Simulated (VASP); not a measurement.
# MgO2 (R-3m) in VASP: notebook

MgO2 is run at these levels: r2SCAN; tasks: single point.

All numbers are computed with VASP 6.6.1; they aren't measurements. Logs are shortened: lines on timing, memory, paths and dates and some standing lists are left out, and cuts for length are marked.

**1. The cell of the first run**

Symmetry: R-3m, No. 166, trigonal system. Conventional cell: a = 3.457 Å, b = 3.457 Å, c = 9.033 Å, α = 90.00°, β = 90.00°, γ = 120.00°. Mg (site symmetry -3m) has 6 O at 2.17 Å within 2.9 Å. O (site symmetry 3m) has 1 O at 1.29 Å within 1.7 Å.

**2. Single point, r2SCAN**

The input, POSCAR:

```
MgO2
1.0
    1.7286764011      0.9980517855      3.0110197177
   -1.7286764011      0.9980517855      3.0110197177
    0.0000000000     -1.9961035710      3.0110197177
Mg O
1 2
Direct
    0.0000000000      0.0000000000      0.0000000000
    0.4287860000      0.4287860000      0.4287860000
    0.5712140000      0.5712140000      0.5712140000
```

The input, INCAR.step1:

```
  ALGO = Normal
  EDIFF = 1E-4
  ENCUT = 520
  GGA = PE
  ISMEAR = 0
  LASPH = True
  LCHARG = False
  LREAL = False
  LWAVE = True
  NBANDS = 14
  NELM = 80
  PREC = Accurate
  SIGMA = 0.05
```

The input, INCAR.step2:

```
  ALGO = Normal
  EDIFF = 1E-7
  ENCUT = 520
  ISIF = 2
  ISMEAR = 0
  ISTART = 1
  LASPH = True
  LCHARG = False
  LMIXTAU = True
  LREAL = False
  LWAVE = False
  METAGGA = R2SCAN
  NBANDS = 14
  NELM = 80
  PREC = Accurate
  SIGMA = 0.05
```

The input, KPOINTS:

```
k-points
0
Gamma
  12 12 12
```

Potentials or basis: VASP PAW PBE potentials, release 64 (Mg, O).

Run with:

```bash
cat potpaw_PBE.64/Mg/POTCAR potpaw_PBE.64/O/POTCAR > POTCAR
cp INCAR.step1 INCAR
mpirun -np 1 vasp_std > vasp.out
cp INCAR.step2 INCAR
mpirun -np 1 vasp_std > vasp.out
```

OUTCAR:

```text
EDIFF = 1E-7
   ENCUT = 520
   ISIF = 2
   ISMEAR = 0
   ISTART = 1
   LASPH = True
   LREAL = False
   METAGGA = R2SCAN
   NELM = 80
   PREC = Accurate

 ion  position               nearest neighbor table
   1  0.000  0.000  0.000-   3 2.17   2 2.17   3 2.17   3 2.17   2 2.17   2 2.17
   2  0.429  0.429  0.429-   3 1.29   1 2.17   1 2.17   1 2.17
   3  0.571  0.571  0.571-   2 1.29   1 2.17   1 2.17   1 2.17

  LATTYP: Found a trigonal (rhomboedric) cell.
 ALAT       =     3.6125709968
 COS(alpha) =     0.5420430857

  Lattice vectors:

 A1 = (   1.7286764011,   0.9980517855,   3.0110197177)
 A2 = (  -1.7286764011,   0.9980517855,   3.0110197177)
 A3 = (   0.0000000000,  -1.9961035710,   3.0110197177)

Analysis of symmetry for initial positions (statically):
=====================================================================
 Subroutine PRICEL returns:
 Original cell was already a primitive cell.

 Routine SETGRP: Setting up the symmetry group for a
 trigonal (rhombohedral) supercell.

 Subroutine GETGRP returns: Found 12 space group operations
 (whereof 12 operations were pure point group operations)
 out of a pool of 12 trial point group operations.

The static configuration has the point symmetry D_3d.

Analysis of symmetry for dynamics (positions and initial velocities):
=====================================================================
 Subroutine PRICEL returns:
 Original cell was already a primitive cell.

 Routine SETGRP: Setting up the symmetry group for a
 trigonal (rhombohedral) supercell.

 Subroutine GETGRP returns: Found 12 space group operations
 (whereof 12 operations were pure point group operations)
 out of a pool of 12 trial point group operations.

The dynamic configuration has the point symmetry D_3d.

 Subroutine INISYM returns: Found 12 space group operations
 (whereof 12 operations are pure point group operations),
 and found     1 'primitive' translations

----------------------------------------------------------------------------------------

                                     Primitive cell

  volume of cell :      31.1696

  direct lattice vectors                    reciprocal lattice vectors
     1.728676401  0.998051785  3.011019718     0.289238633  0.166992003  0.110704467
    -1.728676401  0.998051785  3.011019718    -0.289238633  0.166992003  0.110704467
     0.000000000 -1.996103571  3.011019718     0.000000000 -0.333984006  0.110704467

  length of vectors
     3.612570997  3.612570997  3.612570997     0.351853372  0.351853372  0.351853372

  position of ions in fractional coordinates (direct lattice)
     0.000000000  0.000000000  0.000000000
     0.428786000  0.428786000  0.428786000
     0.571214000  0.571214000  0.571214000

  ion indices of the primitive-cell ions
   primitive index   ion index
                 1           1
                 2           2
                 3           3

----------------------------------------------------------------------------------------

 KPOINTS: k-points

Automatic generation of k-mesh.
 Grid dimensions read from file:
 generate k-points for:   12   12   12

 Generating k-lattice:

  Cartesian coordinates                     Fractional coordinates (reciprocal lattice)
     0.024103219  0.013916000  0.009225372     0.083333333 -0.000000000  0.000000000
    -0.024103219  0.013916000  0.009225372    -0.000000000  0.083333333  0.000000000
     0.000000000 -0.027832000  0.009225372     0.000000000  0.000000000  0.083333333

  Length of vectors
     0.029321114  0.029321114  0.029321114

  Shift w.r.t. Gamma in fractional coordinates (k-lattice)
     0.000000000  0.000000000  0.000000000

 Subroutine IBZKPT returns following result:
 ===========================================

 Found    189 irreducible k-points:

 Following reciprocal coordinates:
            Coordinates               Weight
  0.000000  0.000000  0.000000      1.000000
  0.083333  0.000000 -0.000000      6.000000
  0.166667 -0.000000  0.000000      6.000000
  0.250000  0.000000  0.000000      6.000000
  0.333333  0.000000  0.000000      6.000000
  0.416667  0.000000  0.000000      6.000000
[... 16 lines left out ...]
  0.500000  0.166667  0.000000     12.000000
 -0.416667  0.166667  0.000000     12.000000
 [... further k-points ...]
   k-points           NKPTS =    189   k-points in BZ     NKDIM =    189   number of bands    NBANDS=     14
   number of dos      NEDOS =    301   number of ions     NIONS =      3
   total plane-waves  NPLWV =  21952
   dimension x,y,z NGX =    28 NGY =   28 NGZ =   28
   dimension x,y,z NGXF=    56 NGYF=   56 NGZF=   56
   ions per type =               1   2
   NGX,Y,Z   is equivalent  to a cutoff of  12.89, 12.89, 12.89 a.u.
   NGXF,Y,Z  is equivalent  to a cutoff of  25.77, 25.77, 25.77 a.u.
 SYSTEM =  unknown system
   PREC   = accura    normal or accurate (medium, high low for compatibility)
   ISTART =      1    job   : 0-new  1-cont  2-samecut
   ICHARG =      0    charge: 1-file 2-atom 10-const
   ISPIN  =      1    spin polarized calculation?
   LNONCOLLINEAR =      F non collinear calculations
   LSORBIT =      F    spin-orbit coupling
   LASPH  =      T    aspherical Exc in radial PAW
   ENCUT  =  520.0 eV  38.22 Ry    6.18 a.u.   6.72  6.72  6.72*2*pi/ulx,y,z
   NELM   =     80;   NELMIN=  2; NELMDL=  0     # of ELM steps
   EDIFF  = 0.1E-06   stopping-criterion for ELM
   LREAL  =      F    real-space projection
   EDIFFG = 0.1E-05   stopping-criterion for IOM
   NSW    =      0    number of steps for IOM
   IBRION =     -1    ionic relax: 0-MD 1-quasi-New 2-CG
   NFREE  =      0    steps in history (QN), initial steepest desc. (CG)
   ISIF   =      2    stress and relaxation
   ISYM   =      2    0-nonsym 1-usesym 2-fastsym
   POTIM  = 0.5000    time-step for ionic-motion
   TEBEG  =    0.0;   TEEND  =   0.0 temperature during run
   PSTRESS=    0.0 pullay stress
   NELECT =      14.0000    total number of electrons
   NUPDOWN=      -1.0000    fix difference up-down
   EMIN   =  10.00;   EMAX   =-10.00  energy-range for DOS
   EFERMI =   0.00;   METHOD = LEGACY
   ISMEAR =     0;   SIGMA  =   0.05  broadening in eV -4-tet -1-fermi 0-gaus
   EFERMI_NEDOS =   21; number of points for ismear=-14 and -15
   IALGO  =     38    algorithm
   IMIX   =      4    mixing-type and parameters
     AMIX     =   0.40;   BMIX     =  1.00
     AMIX_MAG =   1.60;   BMIX_MAG =  1.00
  volume/ion in A,a.u.               =      10.39        70.11
  Fermi-wavevector in a.u.,A,eV,Ry     =   1.253739  2.369222 21.386457  1.571860
  Thomas-Fermi vector in A             =   2.387577
   LORBIT       =      0    0 simple, 1 ext, 2 COOP (PROOUT), +10 PAW based schemes
   METAGGA = R2SCAN    functional components
   LHFCALC =     F    Hartree Fock is set to
   AEXX    =    0.0000 exact exchange contribution
   IVDW    =     0    specifies the selected vdW correction
   LEPSILON=     F    determine dielectric tensor
   LRPA    =     F    only Hartree local field effects (RPA)
 non-spin polarized calculation
 Gauss-broadening in eV      SIGMA  =   0.05
  energy-cutoff  :      520.00
  volume of cell :       31.17
 maximum number of plane-waves:       856
   NGX = 13   NGY = 13   NGZ = 13

 number of electron      14.0000010 magnetization

 Free energy of the ion-electron system (eV)
  ---------------------------------------------------
  ext. energy  EPLUGINS =         0.00000000
  ---------------------------------------------------
  free energy    TOTEN  =       -20.04719861 eV

  energy without entropy =      -20.04719861  energy(sigma->0) =      -20.04719861

 E-fermi :   4.2560     XC(G=0): -10.6221

 val. band max:        4.0553109110   @ k =   0.5000   0.5000   0.0000
 cond. band min:       6.0800993331   @ k =   0.2500   0.2500   0.2500
 fundamental gap:      2.0247884221
 Fermi energy:         4.2559984799

 k-point     1 :       0.0000    0.0000    0.0000
  band No.  band energies     occupation
      1     -22.2057      2.00000
      2     -10.7775      2.00000
      3      -5.2926      2.00000
      4      -2.1966      2.00000
      5      -2.1966      2.00000
      6       2.6565      2.00000
      7       2.6565      2.00000
      8       6.5645      0.00000
      9      11.8877      0.00000
     10      16.2714      0.00000
     11      16.2714      0.00000
     12      18.7630      0.00000
     13      19.0061      0.00000
     14      19.0061      0.00000

 k-point     2 :       0.0833    0.0000   -0.0000
  band No.  band energies     occupation
      1     -22.1890      2.00000
      2     -10.8232      2.00000
      3      -5.2558      2.00000
      4      -2.3074      2.00000
      5      -2.2056      2.00000
      6       2.6220      2.00000
      7       2.6901      2.00000
      8       6.7537      0.00000
      9      11.9130      0.00000
     10      15.6494      0.00000
     11      16.3959      0.00000
     12      18.8348      0.00000
     13      19.0520      0.00000
     14      19.1462      0.00000

 k-point     3 :       0.1667   -0.0000    0.0000
  band No.  band energies     occupation
      1     -22.1429      2.00000
      2     -10.9455      2.00000
      3      -5.1528      2.00000
      4      -2.6066      2.00000
      5      -2.2300      2.00000
      6       2.5281      2.00000
      7       2.7933      2.00000
      8       7.2829      0.00000
      9      11.9275      0.00000
     10      14.6892      0.00000
     11      16.7742      0.00000
     12      18.3395      0.00000
     13      18.9092      0.00000
     14      19.5166      0.00000

 k-point     4 :       0.2500    0.0000    0.0000
  band No.  band energies     occupation
      1     -22.0786      2.00000
      2     -11.1076      2.00000
      3      -4.9981      2.00000
      4      -3.0176      2.00000
      5      -2.2620      2.00000
      6       2.4008      2.00000
      7       2.9610      2.00000
      8       8.0555      0.00000
      9      11.8101      0.00000
     10      13.9193      0.00000
     11      17.3992      0.00000
     12      17.7441      0.00000
     13      18.7835      0.00000
     14      19.9932      0.00000

 k-point     5 :       0.3333    0.0000    0.0000
  band No.  band energies     occupation
      1     -22.0131      2.00000
      2     -11.2648      2.00000
      3      -4.7996      2.00000
      4      -3.4621      2.00000
      5      -2.2928      2.00000
      6       2.2748      2.00000
      7       3.1596      2.00000
      8       8.9455      0.00000
      9      11.5255      0.00000
     10      13.3663      0.00000
     11      17.2477      0.00000
[... 276 lines left out ...]
 k-point    22 :       0.4167    0.1667    0.0000
  band No.  band energies     occupation
      1     -21.9525      2.00000
      2     -11.5506      2.00000
      3      -4.2575      2.00000
      4      -3.7354      2.00000
      5      -2.4556      2.00000
      6       2.1585      2.00000
      7       3.4729      2.00000
      8       9.0297      0.00000
      9      12.0250      0.00000
     10      12.9016      0.00000
     11      16.5367      0.00000
     12      17.3608      0.00000
     13      19.1168      0.00000
     14      21.0040      0.00000

 k-point    23 :       0.5000    0.1667    0.0000
  band No.  band energies     occupation
      1     -21.9218      2.00000
      2     -11.5679      2.00000
      3      -4.2048      2.00000
      4      -3.9719      2.00000
      5      -2.4989      2.00000
      6       2.1321      2.00000
      7       3.4396      2.00000
      8       9.8462      0.00000
      9      11.5004      0.00000
     10      12.9689      0.00000
     11      16.6118      0.00000
     12      17.3581      0.00000
     13      19.4711      0.00000
     14      20.7194      0.00000

 k-point    24 :      -0.4167    0.1667    0.0000
  band No.  band energies     occupation
      1     -21.9217      2.00000
      2     -11.5055      2.00000
      3      -4.5784      2.00000
      4      -3.6800      2.00000
      5      -2.5433      2.00000
      6       2.1739      2.00000
      7       3.2758      2.00000
      8      10.4442      0.00000
      9      10.9247      0.00000
     10      13.2427      0.00000
     11      16.7861      0.00000
     12      17.3297      0.00000
     13      19.8289      0.00000
     14      20.3550      0.00000

 [... further k-points ...]

------------------------ aborting loop because EDIFF is reached ----------------------------------------

  FORCE on cell =-STRESS in cart. coord.  units (eV):
  Direction    XX          YY          ZZ          XY          YZ          ZX
  --------------------------------------------------------------------------------------
  -------------------------------------------------------------------------------------
  Total       -3.9064827     -3.9064827     16.9937749      0.0000000     -0.0000000      0.0000000
  in kB     -200.8005313   -200.8005313    873.5118774      0.0000000     -0.0000000      0.0000000
  external PRESSURE =     157.3036049 kB  Pullay stress =       0.0000000 kB

 VOLUME and BASIS-vectors are now :
 -----------------------------------------------------------------------------
  energy-cutoff  :      520.00
  volume of cell :       31.17
      direct lattice vectors                 reciprocal lattice vectors
     1.728676401  0.998051785  3.011019718     0.289238633  0.166992003  0.110704467
    -1.728676401  0.998051785  3.011019718    -0.289238633  0.166992003  0.110704467
     0.000000000 -1.996103571  3.011019718     0.000000000 -0.333984006  0.110704467

 POSITION                                       TOTAL-FORCE (eV/Angst)
 -----------------------------------------------------------------------------------
      0.00000      0.00000      0.00000        -0.000000     -0.000000     -0.000000
      0.00000      0.00000      3.87325         0.000000      0.000000     -9.553706
      0.00000      0.00000      5.15981         0.000000      0.000000      9.553706
 -----------------------------------------------------------------------------------
    total drift:                               -0.000000      0.000000      0.000000

  FREE ENERGIE OF THE ION-ELECTRON SYSTEM (eV)
  ---------------------------------------------------
  free  energy   TOTEN  =       -20.0471986080 eV

  energy  without entropy=      -20.0471986080  energy(sigma->0) =      -20.04719861
```

Run time: 2.8 min. Hardware: 1 thread of Intel Xeon 6975P-C (Granite Rapids), shared host; peak memory 0.22 GiB.

What came out:

```yaml
Free_energy: -20.0472 eV
Pressure: 15.7 GPa
Largest_force: 9.554 eV/Å
Band_gap_on_the_k_mesh: 2.02 eV, indirect (least direct gap 2.54 eV)
```

Forces on the atoms (eV/Å):
```
Mg   0.000  0.000  0.000
O    0.000  0.000 -9.554
O    0.000  0.000  9.554
```

Levels at points of the mesh, in eV from the valence-band top:
```csv
k point,band 3,band 4,band 5,band 6,band 7,band 8,band 9,band 10,band 11,band 12
"(0.00, 0.00, 0.00)",-9.35,-6.25,-6.25,-1.40,-1.40,2.51,7.83,12.22,12.22,14.71
"(0.50, 0.00, 0.00)",-8.31,-8.30,-6.38,-1.91,-0.67,6.37,6.64,8.79,12.78,15.00
"(0.50, 0.50, 0.00)",-7.51,-7.51,-7.33,-2.20,0.00,5.24,6.57,9.28,12.85,13.52
"(0.50, 0.50, 0.50)",-6.91,-6.91,-6.28,-0.21,-0.21,2.47,5.93,10.56,11.08,11.08
```

Caveat: the PAW data sets were made with another functional, which shifts forces and pressure a little.

(Part 1 of 2 ends here.)
